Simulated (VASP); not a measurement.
# TaN (P-6m2) in VASP: a series of runs

Runs on TaN. Level: PBEsol. Tasks: electric field gradients.

Program: VASP 6.6.1. These are calculated values, not measurements. Logs are shortened: lines on timing, memory, paths and dates and some standing lists are left out, and cuts for length are marked.

## Step 1: The cell of the first run

The structure is hexagonal, space group P-6m2 (No. 187). Conventional cell: a = 2.967 Å, b = 2.967 Å, c = 2.912 Å, α = 90.00°, β = 90.00°, γ = 120.00°. Ta (site symmetry -6m2) has 6 N at 2.25 Å and 8 Ta at 2.91 to 2.97 Å within 3.0 Å. N (site symmetry -6m2) has 6 Ta at 2.25 Å and 8 N at 2.91 to 2.97 Å within 3.0 Å.

## Step 2: Electric field gradients, PBEsol (volume scaled by 1.03)

Input file INCAR:

```
SYSTEM = TaN
ALGO = Normal ; EDIFF = 1E-8
ENCUT = 520 ; GGA = PS
GGA_COMPAT = .FALSE. ; ISIF = 2
ISMEAR = -1 ; LASPH = .TRUE.
LCHARG = .FALSE. ; LEFG = .TRUE.
LREAL = .FALSE. ; LWAVE = .FALSE.
NBANDS = 16 ; NELM = 120
PREC = Accurate ; SIGMA = 0.02
```

Input file KPOINTS:

```
k-points
0
G
  12 12 10
  0 0 0
```

Input file POSCAR:

```
TaN
1.0
    2.9670898479      0.0000000000      0.0000000000
   -1.4835449240      2.5695751837      0.0000000000
    0.0000000000      0.0000000000      2.9115464110
Ta N
1 1
Direct
    0.3333333333      0.6666666667      0.5000000000
    0.0000000000      0.0000000000      0.0000000000
```

Potentials or basis: VASP PAW PBE potentials, release 64 (Ta_sv_GW, N).

On the command line:

```sh
> cat potpaw_PBE.64/Ta_sv_GW/POTCAR potpaw_PBE.64/N/POTCAR > POTCAR
> mpirun -np 1 vasp_std > vasp.out
```

OUTCAR:

```text
SYSTEM = TaN
   EDIFF = 1E-8
   ENCUT = 520
   GGA = PS
   ISIF = 2
   ISMEAR = -1
   LASPH = .TRUE.
   LREAL = .FALSE.
   NELM = 120
   PREC = Accurate

 ion  position               nearest neighbor table
   1  0.333  0.667  0.500-   2 2.25   2 2.25   2 2.25   2 2.25   2 2.25   2 2.25
   2  0.000  0.000  0.000-   1 2.25   1 2.25   1 2.25   1 2.25   1 2.25   1 2.25

  LATTYP: Found a hexagonal cell.
 ALAT       =     2.9670898479
 C/A-ratio  =     0.9812801635

  Lattice vectors:

 A1 = (   2.9670898479,   0.0000000000,   0.0000000000)
 A2 = (  -1.4835449240,   2.5695751837,   0.0000000000)
 A3 = (   0.0000000000,   0.0000000000,   2.9115464110)

Analysis of symmetry for initial positions (statically):
=====================================================================
 Subroutine PRICEL returns:
 Original cell was already a primitive cell.

 Routine SETGRP: Setting up the symmetry group for a
 hexagonal supercell.

 Subroutine GETGRP returns: Found 12 space group operations
 (whereof 12 operations were pure point group operations)
 out of a pool of 24 trial point group operations.

The static configuration has the point symmetry D_3h.

Analysis of symmetry for dynamics (positions and initial velocities):
=====================================================================
 Subroutine PRICEL returns:
 Original cell was already a primitive cell.

 Routine SETGRP: Setting up the symmetry group for a
 hexagonal supercell.

 Subroutine GETGRP returns: Found 12 space group operations
 (whereof 12 operations were pure point group operations)
 out of a pool of 24 trial point group operations.

The dynamic configuration has the point symmetry D_3h.

 Subroutine INISYM returns: Found 12 space group operations
 (whereof 12 operations are pure point group operations),
 and found     1 'primitive' translations

----------------------------------------------------------------------------------------

                                     Primitive cell

  volume of cell :      22.1981

  direct lattice vectors                    reciprocal lattice vectors
     2.967089848  0.000000000  0.000000000     0.337030576  0.194584694  0.000000000
    -1.483544924  2.569575184  0.000000000     0.000000000  0.389169387  0.000000000
     0.000000000  0.000000000  2.911546411     0.000000000  0.000000000  0.343460093

  length of vectors
     2.967089848  2.967089848  2.911546411     0.389169387  0.389169387  0.343460093

  position of ions in fractional coordinates (direct lattice)
     0.333333333  0.666666667  0.500000000
     0.000000000  0.000000000  0.000000000

  ion indices of the primitive-cell ions
   primitive index   ion index
                 1           1
                 2           2

----------------------------------------------------------------------------------------

 KPOINTS: k-points

Automatic generation of k-mesh.
 Grid dimensions read from file:
 generate k-points for:   12   12   10

 Generating k-lattice:

  Cartesian coordinates                     Fractional coordinates (reciprocal lattice)
     0.028085881  0.016215391  0.000000000     0.083333333 -0.000000000  0.000000000
     0.000000000  0.032430782  0.000000000     0.000000000  0.083333333  0.000000000
     0.000000000  0.000000000  0.034346009     0.000000000  0.000000000  0.100000000

  Length of vectors
     0.032430782  0.032430782  0.034346009

  Shift w.r.t. Gamma in fractional coordinates (k-lattice)
     0.000000000  0.000000000  0.000000000

 Subroutine IBZKPT returns following result:
 ===========================================

 Found    114 irreducible k-points:

 Following reciprocal coordinates:
            Coordinates               Weight
  0.000000  0.000000  0.000000      1.000000
  0.083333  0.000000  0.000000      6.000000
  0.166667  0.000000  0.000000      6.000000
  0.250000  0.000000  0.000000      6.000000
  0.333333 -0.000000  0.000000      6.000000
  0.416667  0.000000  0.000000      6.000000
[... 16 lines left out ...]
  0.250000  0.000000  0.100000     12.000000
  0.333333 -0.000000  0.100000     12.000000
 [... further k-points ...]
   k-points           NKPTS =    114   k-points in BZ     NKDIM =    114   number of bands    NBANDS=     16
   number of dos      NEDOS =    301   number of ions     NIONS =      2
   total plane-waves  NPLWV =  13824
   dimension x,y,z NGX =    24 NGY =   24 NGZ =   24
   dimension x,y,z NGXF=    48 NGYF=   48 NGZF=   48
   ions per type =               1   1
   NGX,Y,Z   is equivalent  to a cutoff of  13.45, 13.45, 13.70 a.u.
   NGXF,Y,Z  is equivalent  to a cutoff of  26.89, 26.89, 27.41 a.u.
 SYSTEM =  TaN
   PREC   = accura    normal or accurate (medium, high low for compatibility)
   ISTART =      0    job   : 0-new  1-cont  2-samecut
   ICHARG =      2    charge: 1-file 2-atom 10-const
   ISPIN  =      1    spin polarized calculation?
   LNONCOLLINEAR =      F non collinear calculations
   LSORBIT =      F    spin-orbit coupling
   LASPH  =      T    aspherical Exc in radial PAW
   ENCUT  =  520.0 eV  38.22 Ry    6.18 a.u.   5.52  5.52  5.41*2*pi/ulx,y,z
   NELM   =    120;   NELMIN=  2; NELMDL= -5     # of ELM steps
   EDIFF  = 0.1E-07   stopping-criterion for ELM
   LREAL  =      F    real-space projection
   EDIFFG = 0.1E-06   stopping-criterion for IOM
   NSW    =      0    number of steps for IOM
   IBRION =     -1    ionic relax: 0-MD 1-quasi-New 2-CG
   NFREE  =      0    steps in history (QN), initial steepest desc. (CG)
   ISIF   =      2    stress and relaxation
   ISYM   =      2    0-nonsym 1-usesym 2-fastsym
   POTIM  = 0.5000    time-step for ionic-motion
   TEBEG  =    0.0;   TEEND  =   0.0 temperature during run
   PSTRESS=    0.0 pullay stress
   NELECT =      18.0000    total number of electrons
   NUPDOWN=      -1.0000    fix difference up-down
   EMIN   =  10.00;   EMAX   =-10.00  energy-range for DOS
   EFERMI =   0.00;   METHOD = LEGACY
   ISMEAR =    -1;   SIGMA  =   0.02  broadening in eV -4-tet -1-fermi 0-gaus
   EFERMI_NEDOS =   21; number of points for ismear=-14 and -15
   IALGO  =     38    algorithm
   IMIX   =      4    mixing-type and parameters
     AMIX     =   0.40;   BMIX     =  1.00
     AMIX_MAG =   1.60;   BMIX_MAG =  1.00
  volume/ion in A,a.u.               =      11.10        74.90
  Fermi-wavevector in a.u.,A,eV,Ry     =   1.526606  2.884868 31.708747  2.330527
  Thomas-Fermi vector in A             =   2.634617
   LORBIT       =      0    0 simple, 1 ext, 2 COOP (PROOUT), +10 PAW based schemes
   GGA     = PS    functional components
   LHFCALC =     F    Hartree Fock is set to
   AEXX    =    0.0000 exact exchange contribution
   IVDW    =     0    specifies the selected vdW correction
   LEPSILON=     F    determine dielectric tensor
   LRPA    =     F    only Hartree local field effects (RPA)
 non-spin polarized calculation
  energy-cutoff  :      520.00
  volume of cell :       22.20
 maximum number of plane-waves:       634
 NGX is ok and might be reduce to    24
   NGX = 11   NGY = 11   NGZ = 11

 number of electron      17.9999999 magnetization

 Free energy of the ion-electron system (eV)
  ---------------------------------------------------
  ext. energy  EPLUGINS =         0.00000000
  ---------------------------------------------------
  free energy    TOTEN  =       -26.29643179 eV

  energy without entropy =      -26.29633077  energy(sigma->0) =      -26.29638128

 E-fermi :  11.9611     XC(G=0): -13.6963

 val. band max:       11.8514194020   @ k =   0.0000   0.0000   0.4000
 cond. band min:      11.9988288426   @ k =   0.3333   0.3333   0.0000
 fundamental gap:      0.1474094407
 Fermi energy:        11.9610792456

 k-point     1 :       0.0000    0.0000    0.0000
  band No.  band energies     occupation
      1     -56.7015      2.00000
      2     -22.9873      2.00000
      3     -22.7407      2.00000
      4     -22.7407      2.00000
      5      -5.6308      2.00000
      6       7.4292      2.00000
[... 8 lines left out ...]
     15      24.5121      0.00000
     16      27.6770      0.00000

 k-point     2 :       0.0833    0.0000    0.0000
  band No.  band energies     occupation
      1     -56.6971      2.00000
      2     -22.9788      2.00000
      3     -22.8081      2.00000
      4     -22.7553      2.00000
      5      -5.4947      2.00000
      6       7.0029      2.00000
[... 8 lines left out ...]
     15      24.5112      0.00000
     16      27.9462      0.00000
[... 387 lines left out ...]
      5      -4.4717      2.00000
      6       5.2583      2.00000
[... 8 lines left out ...]
     15      24.3751      0.00000
     16      28.4574      0.00000

 k-point    24 :       0.3333   -0.0000    0.1000
  band No.  band energies     occupation
      1     -56.6475      2.00000
      2     -23.4428      2.00000
      3     -22.9670      2.00000
      4     -22.8922      2.00000
      5      -3.9661      2.00000
      6       4.4661      2.00000
[... 8 lines left out ...]
     15      24.5872      0.00000
     16      27.4399      0.00000

 [... further k-points ...]
[... 5 lines left out ...]
  --------------------------------------------------------------------------------------
  -------------------------------------------------------------------------------------
  Total       -1.9694010     -1.9694010     -2.1492093      0.0000000     -0.0000000     -0.0000000
  in kB     -142.1441522   -142.1441522   -155.1220560      0.0000000     -0.0000000     -0.0000000
  external PRESSURE =    -146.4701202 kB  Pullay stress =       0.0000000 kB

 VOLUME and BASIS-vectors are now :
 -----------------------------------------------------------------------------
  energy-cutoff  :      520.00
  volume of cell :       22.20
      direct lattice vectors                 reciprocal lattice vectors
     2.967089848  0.000000000  0.000000000     0.337030576  0.194584694  0.000000000
    -1.483544924  2.569575184  0.000000000     0.000000000  0.389169387  0.000000000
     0.000000000  0.000000000  2.911546411     0.000000000  0.000000000  0.343460093

 POSITION                                       TOTAL-FORCE (eV/Angst)
 -----------------------------------------------------------------------------------
     -0.00000      1.71305      1.45577        -0.000000      0.000000      0.000000
      0.00000      0.00000      0.00000         0.000000     -0.000000      0.000000
 -----------------------------------------------------------------------------------
    total drift:                                0.000000     -0.000000     -0.000000

  FREE ENERGIE OF THE ION-ELECTRON SYSTEM (eV)
  ---------------------------------------------------
  free  energy   TOTEN  =       -26.2964317879 eV

  energy  without entropy=      -26.2963307655  energy(sigma->0) =      -26.29638128

 Electric field gradients (V/A^2)
---------------------------------------------------------------------
 ion       V_xx      V_yy      V_zz      V_xy      V_xz      V_yz
---------------------------------------------------------------------
   1     -18.954   -18.953    37.907     0.000     0.000    -0.000
   2      -0.385    -0.384     0.769     0.001    -0.000     0.000
---------------------------------------------------------------------

 Electric field gradients after diagonalization (V/A^2)
 (convention: |V_zz| > |V_xx| > |V_yy|)
----------------------------------------------------------------------
 ion       V_xx      V_yy      V_zz     asymmetry (V_yy - V_xx)/ V_zz
----------------------------------------------------------------------
   1     -18.954   -18.953    37.907       0.000
   2      -0.386    -0.383     0.769       0.003
----------------------------------------------------------------------

           NMR quadrupolar parameters

 Cq : quadrupolar parameter    Cq=e*Q*V_zz/h
 eta: asymmetry parameters     (V_yy - V_xx)/ V_zz
 Q  : nuclear electric quadrupole moment in mb (millibarn)
----------------------------------------------------------------------
 ion       Cq(MHz)       eta       Q (mb)
----------------------------------------------------------------------
   1       0.092       0.000       1.000
   2       0.002       0.003       1.000
----------------------------------------------------------------------
```

Wall time 33 s (1 thread of AMD EPYC 9R14 (Zen 4), shared host); peak memory 0.15 GiB.

What came out:

- Free energy: -26.2964 eV
- Pressure: -14.6 GPa
- Band gap on the k mesh: zero (band 9 reaches 12.25 eV, above the bottom of band 10 at 11.77 eV)

Electric field gradients, principal values (V/Å²):
```tsv
atom	least	middle	greatest (by size)
1 Ta	-18.953	-18.954	37.907
2 N	-0.383	-0.386	0.769
```

Caveat: without QUAD_EFG the Cq values of the log hold for a quadrupole moment of 1 mb, not for the nuclei; the PAW data sets were made with another functional, which shifts forces and pressure a little; spin-orbit coupling is left out, which moves the levels of the heavy elements.

[end of part 1 of 2]
